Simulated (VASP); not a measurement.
# CrO2 (R3m) in VASP: single point with PBE

Aim: the single point of CrO2 with PBE.

All numbers are computed with VASP 6.6.1; they aren't measurements. Logs are shortened: lines on timing, memory, paths and dates and some standing lists are left out, and cuts for length are marked.

## Step 1: The cell of the first run

It takes space group R3m (No. 160, trigonal). The conventional cell has a = 2.597 Å, b = 2.597 Å, c = 18.269 Å, α = 90.00°, β = 90.00°, γ = 120.00°. Cr (site symmetry 3m) has 6 O at 1.97 Å and 6 Cr at 2.60 Å within 2.6 Å. Within 2.6 Å of O (site symmetry 3m) lie 3 Cr at 1.97 Å and 7 O at 2.56 to 2.60 Å. O (site symmetry 3m) has 3 Cr at 1.97 Å and 7 O at 2.56 to 2.60 Å within 2.6 Å.

## Step 2: Single point, PBE, collinear spin, ferromagnetic start

Input file INCAR:

```
PREC = Accurate ; ENCUT = 520
EDIFF = 1E-7 ; ISMEAR = 0
SIGMA = 0.1 ; LREAL = False
LASPH = True ; NELM = 150
ALGO = Normal ; ISIF = 2
LWAVE = False ; LCHARG = False
ISPIN = 2 ; MAGMOM = 3 0 0
LORBIT = 11 ; LMAXMIX = 4
GGA = PE ; NBANDS = 23
```

Input file KPOINTS:

```
regular mesh
0
Gamma
  12 12 12
```

Input file POSCAR:

```
CrO2
1.0
    1.2985801607      0.7497356053      6.0896714244
   -1.2985801607      0.7497356053      6.0896714244
    0.0000000000     -1.4994712106      6.0896714244
Cr O
1 2
Direct
    0.0006774481      0.0006774481      0.0006774481
    0.4040743053      0.4040743053      0.4040743053
    0.2639482467      0.2639482467      0.2639482467
```

Potentials or basis: VASP PAW PBE potentials, release 64 (Cr_pv, O).

Command:

```sh
$ cat potpaw_PBE.64/Cr_pv/POTCAR potpaw_PBE.64/O/POTCAR > POTCAR
$ mpirun -np 1 vasp_std > vasp.out
```

OUTCAR:

```text
PREC = Accurate
   ENCUT = 520
   EDIFF = 1E-7
   ISMEAR = 0
   LREAL = False
   LASPH = True
   NELM = 150
   ISIF = 2
   ISPIN = 2
   LORBIT = 11
   GGA = PE

 ion  position               nearest neighbor table
   1  0.001  0.001  0.001-   3 1.97   3 1.97   3 1.97   2 1.97   2 1.97   2 1.97
   2  0.404  0.404  0.404-   1 1.97   1 1.97   1 1.97
   3  0.264  0.264  0.264-   1 1.97   1 1.97   1 1.97

  LATTYP: Found a trigonal (rhomboedric) cell.
 ALAT       =     6.2715637578
 COS(alpha) =     0.9142536111

  Lattice vectors:

 A1 = (   1.2985801607,   0.7497356053,   6.0896714244)
 A2 = (  -1.2985801607,   0.7497356053,   6.0896714244)
 A3 = (   0.0000000000,  -1.4994712106,   6.0896714244)

Analysis of symmetry for initial positions (statically):
=====================================================================
 Subroutine PRICEL returns:
 Original cell was already a primitive cell.

 Routine SETGRP: Setting up the symmetry group for a
 trigonal (rhombohedral) supercell.

 Subroutine GETGRP returns: Found  6 space group operations
 (whereof  6 operations were pure point group operations)
 out of a pool of 12 trial point group operations.

The static configuration has the point symmetry C_3v.

Analysis of symmetry for dynamics (positions and initial velocities):
=====================================================================
 Subroutine PRICEL returns:
 Original cell was already a primitive cell.

 Routine SETGRP: Setting up the symmetry group for a
 trigonal (rhombohedral) supercell.

 Subroutine GETGRP returns: Found  6 space group operations
 (whereof  6 operations were pure point group operations)
 out of a pool of 12 trial point group operations.

The dynamic configuration has the point symmetry C_3v.

Analysis of structural, dynamic, and magnetic symmetry:
=====================================================================
 Subroutine PRICEL returns:
 Original cell was already a primitive cell.

 Routine SETGRP: Setting up the symmetry group for a
 trigonal (rhombohedral) supercell.

 Subroutine GETGRP returns: Found  6 space group operations
 (whereof  6 operations were pure point group operations)
 out of a pool of 12 trial point group operations.

The overall configuration has the point symmetry C_3v.

 Subroutine INISYM returns: Found  6 space group operations
 (whereof  6 operations are pure point group operations),
 and found     1 'primitive' translations

----------------------------------------------------------------------------------------

                                     Primitive cell

  volume of cell :      35.5731

  direct lattice vectors                    reciprocal lattice vectors
     1.298580161  0.749735605  6.089671424     0.385035915  0.222300589  0.054737491
    -1.298580161  0.749735605  6.089671424    -0.385035915  0.222300589  0.054737491
     0.000000000 -1.499471211  6.089671424     0.000000000 -0.444601178  0.054737491

  length of vectors
     6.271563758  6.271563758  6.271563758     0.447958034  0.447958034  0.447958034

  position of ions in fractional coordinates (direct lattice)
     0.000677448  0.000677448  0.000677448
     0.404074305  0.404074305  0.404074305
     0.263948247  0.263948247  0.263948247

  ion indices of the primitive-cell ions
   primitive index   ion index
                 1           1
                 2           2
                 3           3

----------------------------------------------------------------------------------------

 KPOINTS: regular mesh

Automatic generation of k-mesh.
 Grid dimensions read from file:
 generate k-points for:   12   12   12

 Generating k-lattice:

  Cartesian coordinates                     Fractional coordinates (reciprocal lattice)
     0.032086326  0.018525049  0.004561458     0.083333333  0.000000000 -0.000000000
    -0.032086326  0.018525049  0.004561458     0.000000000  0.083333333 -0.000000000
     0.000000000 -0.037050098  0.004561458    -0.000000000 -0.000000000  0.083333333

  Length of vectors
     0.037329836  0.037329836  0.037329836

  Shift w.r.t. Gamma in fractional coordinates (k-lattice)
     0.000000000  0.000000000  0.000000000

 Subroutine IBZKPT returns following result:
 ===========================================

 Found    189 irreducible k-points:

 Following reciprocal coordinates:
            Coordinates               Weight
  0.000000  0.000000  0.000000      1.000000
  0.083333  0.000000  0.000000      6.000000
  0.166667  0.000000  0.000000      6.000000
  0.250000 -0.000000  0.000000      6.000000
  0.333333 -0.000000  0.000000      6.000000
  0.416667  0.000000  0.000000      6.000000
[... 16 lines left out ...]
  0.500000  0.166667  0.000000     12.000000
 -0.416667  0.166667  0.000000     12.000000
 [... further k-points ...]
   k-points           NKPTS =    189   k-points in BZ     NKDIM =    189   number of bands    NBANDS=     23
   number of dos      NEDOS =    301   number of ions     NIONS =      3
   total plane-waves  NPLWV = 110592
   dimension x,y,z NGX =    48 NGY =   48 NGZ =   48
   dimension x,y,z NGXF=    96 NGYF=   96 NGZF=   96
   ions per type =               1   2
   NGX,Y,Z   is equivalent  to a cutoff of  12.72, 12.72, 12.72 a.u.
   NGXF,Y,Z  is equivalent  to a cutoff of  25.45, 25.45, 25.45 a.u.
 SYSTEM =  unknown system
   PREC   = accura    normal or accurate (medium, high low for compatibility)
   ISTART =      0    job   : 0-new  1-cont  2-samecut
   ICHARG =      2    charge: 1-file 2-atom 10-const
   ISPIN  =      2    spin polarized calculation?
   LNONCOLLINEAR =      F non collinear calculations
   LSORBIT =      F    spin-orbit coupling
   LASPH  =      T    aspherical Exc in radial PAW
   ENCUT  =  520.0 eV  38.22 Ry    6.18 a.u.  11.66 11.66 11.66*2*pi/ulx,y,z
   NELM   =    150;   NELMIN=  2; NELMDL= -5     # of ELM steps
   EDIFF  = 0.1E-06   stopping-criterion for ELM
   LREAL  =      F    real-space projection
   EDIFFG = 0.1E-05   stopping-criterion for IOM
   NSW    =      0    number of steps for IOM
   IBRION =     -1    ionic relax: 0-MD 1-quasi-New 2-CG
   NFREE  =      0    steps in history (QN), initial steepest desc. (CG)
   ISIF   =      2    stress and relaxation
   ISYM   =      2    0-nonsym 1-usesym 2-fastsym
   POTIM  = 0.5000    time-step for ionic-motion
   TEBEG  =    0.0;   TEEND  =   0.0 temperature during run
   PSTRESS=    0.0 pullay stress
   NELECT =      24.0000    total number of electrons
   NUPDOWN=      -1.0000    fix difference up-down
   EMIN   =  10.00;   EMAX   =-10.00  energy-range for DOS
   EFERMI =   0.00;   METHOD = LEGACY
   ISMEAR =     0;   SIGMA  =   0.10  broadening in eV -4-tet -1-fermi 0-gaus
   EFERMI_NEDOS =   21; number of points for ismear=-14 and -15
   IALGO  =     38    algorithm
   IMIX   =      4    mixing-type and parameters
     AMIX     =   0.40;   BMIX     =  1.00
     AMIX_MAG =   1.60;   BMIX_MAG =  1.00
  volume/ion in A,a.u.               =      11.86        80.02
  Fermi-wavevector in a.u.,A,eV,Ry     =   1.435835  2.713335 28.050077  2.061623
  Thomas-Fermi vector in A             =   2.555090
   LORBIT       =     11    0 simple, 1 ext, 2 COOP (PROOUT), +10 PAW based schemes
   GGA     = PE    functional components
   LHFCALC =     F    Hartree Fock is set to
   AEXX    =    0.0000 exact exchange contribution
   IVDW    =     0    specifies the selected vdW correction
   LEPSILON=     F    determine dielectric tensor
   LRPA    =     F    only Hartree local field effects (RPA)
 spin polarized calculation
 Gauss-broadening in eV      SIGMA  =   0.10
  energy-cutoff  :      520.00
  volume of cell :       35.57
 maximum number of plane-waves:       972
   NGX = 23   NGY = 23   NGZ = 23

 number of electron      23.9999999 magnetization       0.0002507

 number of electron      23.9999999 magnetization      -0.0000131

 Free energy of the ion-electron system (eV)
  ---------------------------------------------------
  ext. energy  EPLUGINS =         0.00000000
  ---------------------------------------------------
  free energy    TOTEN  =       -24.26007864 eV

  energy without entropy =      -24.26007864  energy(sigma->0) =      -24.26007864

 E-fermi :   2.7511     XC(G=0): -10.2069

 val. band max:        2.3697422207   @ k =   0.5000   0.5000   0.5000
 cond. band min:       3.6213093592   @ k =  -0.2500   0.4167   0.0833
 fundamental gap:      1.2515671385
 Fermi energy:         2.7510605577

 spin component 1

 k-point     1 :       0.0000    0.0000    0.0000
  band No.  band energies     occupation
      1     -41.4177      1.00000
      2     -41.1387      1.00000
      3     -41.1387      1.00000
      4     -17.0134      1.00000
      5     -15.7897      1.00000
      6      -3.8037      1.00000
[... 15 lines left out ...]
     22      23.1904      0.00000
     23      26.6244      0.00000

 k-point     2 :       0.0833    0.0000    0.0000
  band No.  band energies     occupation
      1     -41.4095      1.00000
      2     -41.1802      1.00000
      3     -41.1477      1.00000
      4     -16.9127      1.00000
      5     -15.7506      1.00000
      6      -3.6632      1.00000
[... 15 lines left out ...]
     22      23.1144      0.00000
     23      25.1778      0.00000

 k-point     3 :       0.1667    0.0000    0.0000
  band No.  band energies     occupation
      1     -41.3869      1.00000
      2     -41.2927      1.00000
      3     -41.1725      1.00000
      4     -16.6322      1.00000
      5     -15.6405      1.00000
      6      -3.3111      1.00000
[... 15 lines left out ...]
     22      22.7588      0.00000
     23      23.4121      0.00000
[... 495 lines left out ...]
 k-point    23 :       0.5000    0.1667    0.0000
  band No.  band energies     occupation
      1     -41.6633      1.00000
      2     -41.3527      1.00000
      3     -41.2942      1.00000
      4     -15.3772      1.00000
      5     -15.1213      1.00000
      6      -3.3344      1.00000
[... 15 lines left out ...]
     22      19.9072      0.00000
     23      21.5920      0.00000

 k-point    24 :      -0.4167    0.1667    0.0000
  band No.  band energies     occupation
      1     -41.6891      1.00000
      2     -41.3689      1.00000
      3     -41.2870      1.00000
      4     -15.2723      1.00000
      5     -15.0742      1.00000
      6      -3.3729      1.00000
[... 15 lines left out ...]
     22      19.7343      0.00000
     23      21.4540      0.00000

 [... further k-points ...]

 spin component 2

 k-point     1 :       0.0000    0.0000    0.0000
  band No.  band energies     occupation
      1     -41.4177      1.00000
      2     -41.1386      1.00000
      3     -41.1386      1.00000
      4     -17.0134      1.00000
      5     -15.7897      1.00000
      6      -3.8038      1.00000
[... 15 lines left out ...]
     22      23.1904      0.00000
     23      26.6243      0.00000

 k-point     2 :       0.0833    0.0000    0.0000
  band No.  band energies     occupation
      1     -41.4094      1.00000
      2     -41.1802      1.00000
      3     -41.1477      1.00000
      4     -16.9128      1.00000
      5     -15.7506      1.00000
      6      -3.6632      1.00000
[... 15 lines left out ...]
     22      23.1144      0.00000
     23      25.1778      0.00000

 k-point     3 :       0.1667    0.0000    0.0000
  band No.  band energies     occupation
      1     -41.3869      1.00000
      2     -41.2927      1.00000
      3     -41.1725      1.00000
      4     -16.6322      1.00000
      5     -15.6405      1.00000
      6      -3.3111      1.00000
[... 15 lines left out ...]
     22      22.7588      0.00000
     23      23.4120      0.00000
[... 495 lines left out ...]
 k-point    23 :       0.5000    0.1667    0.0000
  band No.  band energies     occupation
      1     -41.6633      1.00000
      2     -41.3527      1.00000
      3     -41.2942      1.00000
      4     -15.3772      1.00000
      5     -15.1213      1.00000
      6      -3.3344      1.00000
[... 15 lines left out ...]
     22      19.9072      0.00000
     23      21.5919      0.00000

 k-point    24 :      -0.4167    0.1667    0.0000
  band No.  band energies     occupation
      1     -41.6890      1.00000
      2     -41.3689      1.00000
      3     -41.2870      1.00000
      4     -15.2723      1.00000
      5     -15.0742      1.00000
      6      -3.3729      1.00000
[... 15 lines left out ...]
     22      19.7343      0.00000
     23      21.4540      0.00000

 [... further k-points ...]

------------------------ aborting loop because EDIFF is reached ----------------------------------------

  FORCE on cell =-STRESS in cart. coord.  units (eV):
  Direction    XX          YY          ZZ          XY          YZ          ZX
  --------------------------------------------------------------------------------------
  -------------------------------------------------------------------------------------
  Total       -0.3449743     -0.3449743     -7.7467278      0.0000000     -0.0000000      0.0000000
  in kB      -15.5372932    -15.5372932   -348.9047394      0.0000000     -0.0000000      0.0000000
  external PRESSURE =    -126.6597753 kB  Pullay stress =       0.0000000 kB

 VOLUME and BASIS-vectors are now :
 -----------------------------------------------------------------------------
  energy-cutoff  :      520.00
  volume of cell :       35.57
      direct lattice vectors                 reciprocal lattice vectors
     1.298580161  0.749735605  6.089671424     0.385035915  0.222300589  0.054737491
    -1.298580161  0.749735605  6.089671424    -0.385035915  0.222300589  0.054737491
     0.000000000 -1.499471211  6.089671424     0.000000000 -0.444601178  0.054737491

 POSITION                                       TOTAL-FORCE (eV/Angst)
 -----------------------------------------------------------------------------------
      0.00000      0.00000      0.01238         0.000000      0.000000      0.000959
      0.00000      0.00000      7.38204         0.000000     -0.000000     -3.007139
      0.00000      0.00000      4.82207         0.000000      0.000000      3.006180
 -----------------------------------------------------------------------------------
    total drift:                                0.000000      0.000000      0.000664

  FREE ENERGIE OF THE ION-ELECTRON SYSTEM (eV)
  ---------------------------------------------------
  free  energy   TOTEN  =       -24.2600786423 eV

  energy  without entropy=      -24.2600786423  energy(sigma->0) =      -24.26007864

 total charge

# of ion       s       p       d       tot
------------------------------------------
    1        0.355   6.457   4.197  11.009
    2        1.603   3.290   0.000   4.893
    3        1.603   3.290   0.000   4.893
--------------------------------------------------
tot          3.561  13.037   4.197  20.794

 magnetization (x)

# of ion       s       p       d       tot
------------------------------------------
    1       -0.000  -0.000   0.000   0.000
    2        0.000  -0.000   0.000  -0.000
    3       -0.000  -0.000   0.000  -0.000
--------------------------------------------------
tot         -0.000  -0.000   0.000   0.000
```

Wall time 29 min (1 thread of Oxide Virtual Turin-like, shared host); peak memory 0.52 GiB.

Results:

```yaml
Free_energy: -24.2601 eV
Pressure: -12.7 GPa
Largest_force: 3.007 eV/Å
Band_gap_on_the_k_mesh: 1.25 eV, indirect (least direct gap 1.71 eV)
Net_moment: 0.00 μB per cell
Valence_electrons_inside_the_program's_atomic_spheres: Cr 11.01; O 4.89
```

Forces in eV/Å, atoms in the order of the input:
```
Cr   0.000  0.000  0.001
O    0.000  0.000 -3.007
O    0.000  0.000  3.006
```

Caveat: the starting moments collapsed, and a magnetic state may lie lower; forces of over 1 eV/Å act on the atoms, so gaps and moduli don't describe the material at rest.
